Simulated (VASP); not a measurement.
Mo, 5 atoms in the cell. The cell holds a slab with vacuum, 5 atoms: a = 3.161 Å, b = 3.161 Å, c = 22.322 Å, α = 90.00°, β = 90.00°, γ = 90.00°. 

- Program: VASP 6.6.1
- Task: single point
- Functional: PBE
- Potentials or basis: VASP PAW PBE potentials, release 64 (Mo_sv)
- Cutoff: 520 eV
- k mesh: 12 × 12 × 1
- Occupations: fermi-dirac, width 0.08 eV
- Spin: no spin polarisation
- Dipole correction: yes
- Further INCAR settings: ALGO = Normal; EDIFF = 1e-06; NBANDS = 43

Potentials or basis: VASP PAW PBE potentials, release 64 (Mo_sv).

Command:

```bash
$ cat potpaw_PBE.64/Mo_sv/POTCAR > POTCAR
$ mpirun -np 1 vasp_std > vasp.out
```

Hardware: 1 thread of Intel Xeon 8259CL (shared host).

How long does it take, and how much memory?

Wall time 14 min on 1 thread of Intel Xeon 8259CL, on a shared host, peak memory 0.41 GiB. Counts: scf iterations 26, k points 28.
